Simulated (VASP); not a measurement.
# CoSi2 in VASP: further runs

The runs below take CoSi2 through single point, with PBE.

Everything below comes from runs of VASP 6.6.1. Logs are shortened: lines on timing, memory, paths and dates and some standing lists are left out, and cuts for length are marked.

## (1) The cell of the first run

The cell holds a slab with vacuum, 12 atoms: a = 3.790 Å, b = 3.790 Å, c = 25.830 Å, α = 90.00°, β = 90.00°, γ = 120.00°.

## (2) Single point, PBE

Contents of INCAR:

```
SYSTEM = CoSi2
ALGO     = Normal         ! electronic algorithm
DIPOL    = 0.5 0.5 0.500
EDIFF    = 1E-6           ! SCF threshold, eV
ENCUT    = 520            ! plane-wave cutoff, eV
GGA      = PE             ! functional
IDIPOL   = 3            
ISIF     = 2              ! what is computed and relaxed
ISMEAR   = 0              ! smearing method
LASPH    = .True.         ! aspherical terms in the spheres
LCHARG   = .False.        ! write CHGCAR
LDIPOL   = .True.       
LREAL    = .False.        ! projectors in reciprocal space
LWAVE    = .False.        ! write WAVECAR
NBANDS   = 46             ! bands
NELM     = 80             ! most SCF steps
PREC     = Accurate       ! precision mode
SIGMA    = 0.1            ! smearing width, eV
```

Contents of KPOINTS:

```
k-points
0
Gamma
  9 9 1
  0 0 0
```

Contents of POSCAR:

```
CoSi2
1.0
    3.7897960487      0.0000000000      0.0000000000
   -1.8948980243      3.2820596533      0.0000000000
    0.0000000000      0.0000000000     25.8302443066
Si Co
8 4
Direct
    0.0000000000      0.0000000000      0.2903573002
    0.3333333333      0.6666666667      0.3502552144
    0.6666666667      0.3333333333      0.4101531287
    0.0000000000      0.0000000000      0.4700510429
    0.3333333333      0.6666666667      0.5299489571
    0.6666666667      0.3333333333      0.5898468713
    0.0000000000      0.0000000000      0.6497447856
    0.3333333333      0.6666666667      0.7096426998
    0.6666666667      0.3333333333      0.3203062573
    0.3333333333      0.6666666667      0.4401020858
    0.0000000000      0.0000000000      0.5598979142
    0.6666666667      0.3333333333      0.6796937427
```

Potentials or basis: VASP PAW PBE potentials, release 64 (Si, Co).

Started as:

```console
> cat potpaw_PBE.64/Si/POTCAR potpaw_PBE.64/Co/POTCAR > POTCAR
> mpirun -np 1 vasp_std > vasp.out
```

OUTCAR:

```text
SYSTEM = CoSi2
   EDIFF = 1E-6
   ENCUT = 520
   GGA = PE
   ISIF = 2
   ISMEAR = 0
   LASPH = .True.
   LREAL = .False.
   NELM = 80
   PREC = Accurate

 ion  position               nearest neighbor table
   1  0.000  0.000  0.290-   9 2.32   9 2.32   9 2.32   2 2.68   2 2.68   2 2.68
   2  0.333  0.667  0.350-   9 2.32   9 2.32   9 2.32  10 2.32   1 2.68   1 2.68   1 2.68   3 2.68
                             3 2.68   3 2.68
   3  0.667  0.333  0.410-  10 2.32  10 2.32  10 2.32   9 2.32   4 2.68   4 2.68   4 2.68   2 2.68
                             2 2.68   2 2.68
   4  0.000  0.000  0.470-  11 2.32  10 2.32  10 2.32  10 2.32   5 2.68   3 2.68   5 2.68   3 2.68
                             5 2.68   3 2.68
   5  0.333  0.667  0.530-  10 2.32  11 2.32  11 2.32  11 2.32   6 2.68   4 2.68   6 2.68   4 2.68
                             4 2.68   6 2.68
   6  0.667  0.333  0.590-  11 2.32  11 2.32  11 2.32  12 2.32   5 2.68   5 2.68   5 2.68   7 2.68
                             7 2.68   7 2.68
   7  0.000  0.000  0.650-  12 2.32  12 2.32  12 2.32  11 2.32   8 2.68   8 2.68   8 2.68   6 2.68
                             6 2.68   6 2.68
   8  0.333  0.667  0.710-  12 2.32  12 2.32  12 2.32   7 2.68   7 2.68   7 2.68
   9  0.667  0.333  0.320-   2 2.32   1 2.32   2 2.32   1 2.32   1 2.32   2 2.32   3 2.32
  10  0.333  0.667  0.440-   5 2.32   3 2.32   4 2.32   3 2.32   4 2.32   4 2.32   3 2.32   2 2.32

  11  0.000  0.000  0.560-   4 2.32   6 2.32   5 2.32   6 2.32   5 2.32   6 2.32   5 2.32   7 2.32

  12  0.667  0.333  0.680-   8 2.32   7 2.32   8 2.32   7 2.32   7 2.32   8 2.32   6 2.32

  LATTYP: Found a hexagonal cell.
 ALAT       =     3.7897960487
 C/A-ratio  =     6.8157346661

  Lattice vectors:

 A1 = (   3.7897960487,   0.0000000000,   0.0000000000)
 A2 = (  -1.8948980243,   3.2820596533,   0.0000000000)
 A3 = (   0.0000000000,   0.0000000000,  25.8302443066)

Analysis of symmetry for initial positions (statically):
=====================================================================
 Subroutine PRICEL returns:
 Original cell was already a primitive cell.

 Routine SETGRP: Setting up the symmetry group for a
 hexagonal supercell.

 Subroutine GETGRP returns: Found 12 space group operations
 (whereof  6 operations were pure point group operations)
 out of a pool of 24 trial point group operations.

The static configuration has the point symmetry C_3v.
 The point group associated with its full space group is D_3d.

Analysis of symmetry for dynamics (positions and initial velocities):
=====================================================================
 Subroutine PRICEL returns:
 Original cell was already a primitive cell.

 Routine SETGRP: Setting up the symmetry group for a
[... 135 lines left out ...]
  volume/ion in A,a.u.               =      26.77       180.68
  Fermi-wavevector in a.u.,A,eV,Ry     =   0.975620  1.843655 12.950503  0.951835
  Thomas-Fermi vector in A             =   2.106174
   LORBIT       =      0    0 simple, 1 ext, 2 COOP (PROOUT), +10 PAW based schemes
   GGA     = PE    functional components
   LHFCALC =     F    Hartree Fock is set to
   AEXX    =    0.0000 exact exchange contribution
   IVDW    =     0    specifies the selected vdW correction
   LEPSILON=     F    determine dielectric tensor
   LRPA    =     F    only Hartree local field effects (RPA)
 non-spin polarized calculation
 Gauss-broadening in eV      SIGMA  =   0.10
  energy-cutoff  :      520.00
  volume of cell :      321.29
 maximum number of plane-waves:      8695
   NGX = 15   NGY = 15   NGZ = 97

 number of electron      67.9999997 magnetization

 dipolmoment           0.000000      0.000000     -0.000002 electrons x Angstroem

 Free energy of the ion-electron system (eV)
  ---------------------------------------------------
  ext. energy  EPLUGINS =         0.00000000
  ---------------------------------------------------
  free energy    TOTEN  =       -74.83040069 eV

  energy without entropy =      -74.79149987  energy(sigma->0) =      -74.81095028

 E-fermi :   2.2359     XC(G=0):  -6.3727

 val. band max:        2.2148915443   @ k =   0.2222   0.1111   0.0000
 cond. band min:       2.2455002860   @ k =   0.3333   0.0000   0.0000
 fundamental gap:      0.0306087416
 Fermi energy:         2.2359386705

 k-point     1 :       0.0000    0.0000    0.0000
  band No.  band energies     occupation
      1     -10.6253      2.00000
      2      -9.9478      2.00000
      3      -8.9497      2.00000
      4      -7.8136      2.00000
      5      -5.9066      2.00000
      6      -4.2992      2.00000
[... 577 lines left out ...]
     45       7.5198      0.00000
     46       7.5199      0.00000

------------------------ aborting loop because EDIFF is reached ----------------------------------------

 vacuum level on the upper side and lower side of the slab       (xc-potential included)        -0.166        -0.167

  FORCE on cell =-STRESS in cart. coord.  units (eV):
  Direction    XX          YY          ZZ          XY          YZ          ZX
  --------------------------------------------------------------------------------------
  -------------------------------------------------------------------------------------
  Total       -2.3626030     -2.3626030     -1.9298246     -0.0000000      0.0000000      0.0000000
  in kB      -11.7817693    -11.7817693     -9.6236010     -0.0000000      0.0000000      0.0000000
  external PRESSURE =     -11.0623798 kB  Pullay stress =       0.0000000 kB

 VOLUME and BASIS-vectors are now :
 -----------------------------------------------------------------------------
  energy-cutoff  :      520.00
  volume of cell :      321.29
      direct lattice vectors                 reciprocal lattice vectors
     3.789796049  0.000000000  0.000000000     0.263866442  0.152343361  0.000000000
    -1.894898024  3.282059653  0.000000000     0.000000000  0.304686723  0.000000000
     0.000000000  0.000000000 25.830244307     0.000000000  0.000000000  0.038714307

 POSITION                                       TOTAL-FORCE (eV/Angst)
 -----------------------------------------------------------------------------------
      0.00000      0.00000      7.50000         0.000000     -0.000000      0.623352
     -0.00000      2.18804      9.04718        -0.000000      0.000000     -0.117410
      1.89490      1.09402     10.59436        -0.000000     -0.000000     -0.211109
      0.00000      0.00000     12.14153        -0.000000     -0.000000     -0.084462
     -0.00000      2.18804     13.68871         0.000000      0.000000      0.084462
      1.89490      1.09402     15.23589         0.000000      0.000000      0.211109
      0.00000      0.00000     16.78307         0.000000     -0.000000      0.117410
     -0.00000      2.18804     18.33024         0.000000      0.000000     -0.623352
      1.89490      1.09402      8.27359         0.000000      0.000000     -0.357620
     -0.00000      2.18804     11.36794        -0.000000      0.000000      0.164172
      0.00000      0.00000     14.46230         0.000000     -0.000000     -0.164172
      1.89490      1.09402     17.55666        -0.000000     -0.000000      0.357620
 -----------------------------------------------------------------------------------
    total drift:                               -0.000000      0.000000     -0.000189

  FREE ENERGIE OF THE ION-ELECTRON SYSTEM (eV)
  ---------------------------------------------------
  free  energy   TOTEN  =       -74.8304006877 eV

  energy  without entropy=      -74.7914998700  energy(sigma->0) =      -74.81095028

 vacuum level on the upper side and lower side of the slab         7.028         7.028
```

OSZICAR:

```text
N       E                     dE             d eps       ncg     rms          rms(c)
DAV:   1     0.478766233647E+03    0.47877E+03   -0.26673E+04  1104   0.131E+03
DAV:   2    -0.344625808649E+02   -0.51323E+03   -0.49028E+03  1186   0.313E+02
DAV:   3    -0.790375203286E+02   -0.44575E+02   -0.43151E+02  1284   0.120E+02
[... 20 lines left out ...]
DAV:  24    -0.748303335004E+02   -0.49012E-04   -0.18257E-06   970   0.738E-03    0.109E-02
DAV:  25    -0.748303724870E+02   -0.38987E-04   -0.28496E-06  1062   0.928E-03    0.523E-03
DAV:  26    -0.748303943831E+02   -0.21896E-04   -0.20184E-06  1018   0.396E-03    0.322E-03
DAV:  27    -0.748304000340E+02   -0.56509E-05   -0.47977E-07   972   0.264E-03    0.127E-03
DAV:  28    -0.748304006877E+02   -0.65375E-06   -0.65295E-08   784   0.147E-03
   1 F= -.74830401E+02 E0= -.74810950E+02  d E =-.389008E-01
```

Wall time 4.5 min (1 thread of Intel Xeon 6975P-C (Granite Rapids), shared host); peak memory 0.41 GiB.

What came out:

```
Free energy            : -74.8304 eV
Largest force          : 0.623 eV/Å
Band gap on the k mesh : zero (band 34 reaches 4.43 eV, above the bottom of band 35 at 1.79 eV)
```

Forces on the atoms (eV/Å):
```
Si   0.000  0.000  0.623
Si   0.000  0.000 -0.117
Si   0.000  0.000 -0.211
Si   0.000  0.000 -0.084
Si   0.000  0.000  0.084
Si   0.000  0.000  0.211
Si   0.000  0.000  0.117
Si   0.000  0.000 -0.623
Co   0.000  0.000 -0.358
Co   0.000  0.000  0.164
Co   0.000  0.000 -0.164
Co   0.000  0.000  0.358
```

Levels at points of the mesh, in eV from the Fermi level:
| k point | band 30 | band 31 | band 32 | band 33 | band 34 | band 35 | band 36 | band 37 | band 38 | band 39 |
| --- | --- | --- | --- | --- | --- | --- | --- | --- | --- | --- |
| (0.00, 0.00, 0.00) | 0.49 | 1.13 | 1.13 | 1.56 | 2.20 | 2.20 | 2.27 | 2.60 | 2.89 | 2.90 |

Spin polarisation is off, so any magnetic state and its effect on volume and gap are missing.

## (3) Single point, PBE

Contents of INCAR:

```
SYSTEM = CoSi2
PREC = Accurate
ENCUT = 520
EDIFF = 1E-6
ISMEAR = 0
SIGMA = 0.1
LREAL = .False.
LASPH = .True.
NELM = 100
ALGO = Normal
ISIF = 2
LWAVE = .False.
LCHARG = .False.
LDIPOL = .True.
IDIPOL = 3
DIPOL = 0.5 0.5 0.500
GGA = PE
NBANDS = 46
```

Contents of KPOINTS:

```
regular mesh
0
Gamma
  9 9 1
  0 0 0
```

Contents of POSCAR:

```
CoSi2
1.0
    3.7897960487      0.0000000000      0.0000000000
   -1.8948980243      3.2820596533      0.0000000000
    0.0000000000      0.0000000000     25.8302443066
Si Co
8 4
Direct
    0.0000000000      0.0000000000      0.2956384570
    0.3333333333      0.6666666667      0.3507329684
    0.6666666667      0.3333333333      0.4103681474
    0.0000000000      0.0000000000      0.4693089930
    0.3333333333      0.6666666667      0.5306910017
    0.6666666667      0.3333333333      0.5896318542
    0.0000000000      0.0000000000      0.6492670334
    0.3333333333      0.6666666667      0.7043615456
    0.6666666667      0.3333333333      0.3214711921
    0.3333333333      0.6666666667      0.4409022699
    0.0000000000      0.0000000000      0.5590977276
    0.6666666667      0.3333333333      0.6785288098
```

Potentials or basis: VASP PAW PBE potentials, release 64 (Si, Co).

Started as:

```console
> cat potpaw_PBE.64/Si/POTCAR potpaw_PBE.64/Co/POTCAR > POTCAR
> mpirun -np 1 vasp_std > vasp.out
```

Run time: 4.3 min. Hardware: 1 thread of Intel Xeon 6975P-C (Granite Rapids), shared host; peak memory 0.42 GiB.

It converged, with:

- Free energy: -74.9094 eV
- Largest force: 0.010 eV/Å
- Band gap on the k mesh: zero (band 34 reaches 4.29 eV, above the bottom of band 35 at 1.74 eV)

Forces in eV/Å, atoms in the order of the input:
```
Si   0.000  0.000  0.004
Si   0.000  0.000 -0.010
Si   0.000  0.000  0.006
Si   0.000  0.000 -0.003
Si   0.000  0.000  0.003
Si   0.000  0.000 -0.006
Si   0.000  0.000  0.010
Si   0.000  0.000 -0.004
Co   0.000  0.000  0.000
Co   0.000  0.000 -0.004
Co   0.000  0.000  0.004
Co   0.000  0.000  0.000
```

Levels at points of the mesh, in eV from the Fermi level:
```csv
k point,band 30,band 31,band 32,band 33,band 34,band 35,band 36,band 37,band 38,band 39
"(0.00, 0.00, 0.00)",0.59,1.02,1.02,1.59,2.09,2.09,2.28,2.69,2.73,2.76
```
